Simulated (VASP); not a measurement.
A run of VASP 6.6.1 is set up as follows.

File POSCAR:

```
AlN
1.0
    0.0000000000      2.1839935596      2.1839935596
    2.1839935596      0.0000000000      2.1839935596
    2.1839935596      2.1839935596      0.0000000000
Al N
1 1
Direct
    0.0000000000      0.0000000000      0.0000000000
    0.2500000000      0.2500000000      0.2500000000
```

Contents of INCAR.step1:

```
SYSTEM = AlN
  PREC = Accurate
  ENCUT = 520
  EDIFF = 1E-5
  ISMEAR = -1
  SIGMA = 0.05
  LREAL = .False.
  LASPH = .True.
  NELM = 100
  ALGO = Normal
  ISIF = 2
  LWAVE = .True.
  GGA = PE
  NBANDS = 11
```

The input INCAR.step2:

```
SYSTEM = AlN
  PREC = Accurate
  ENCUT = 520
  EDIFF = 1E-7
  ISMEAR = -1
  SIGMA = 0.05
  LREAL = .False.
  LASPH = .True.
  NELM = 100
  ALGO = Normal
  ISIF = 2
  LWAVE = .False.
  LCHARG = .True.
  GGA = B3
  LHFCALC = .True.
  AEXX = 0.2
  AGGAX = 0.72
  AGGAC = 0.81
  ALDAC = 0.19
  PRECFOCK = Normal
  LELF = .True.
  LVHAR = .True.
  ISTART = 1
  NBANDS = 11
```

File KPOINTS:

```
Automatic mesh
0
Gamma
  5 5 5
  0 0 0
```

Potentials or basis: VASP PAW PBE potentials, release 64 (Al, N).

Launch:

```sh
$ cat potpaw_PBE.64/Al/POTCAR potpaw_PBE.64/N/POTCAR > POTCAR
$ cp INCAR.step1 INCAR
$ mpirun -np 1 vasp_std > vasp.out
$ cp INCAR.step2 INCAR
$ mpirun -np 1 vasp_std > vasp.out
```

Task: What does it give for the pressure?

Result: 3.1 GPa.

Task: Estimate the band gap on the k mesh.

Result: 5.87 eV, indirect (least direct gap 6.19 eV).

Caveat: the k points lie up to 0.50 Å⁻¹ apart; the PAW data sets were made with another functional, which shifts forces and pressure a little. A k mesh can miss the band edges.
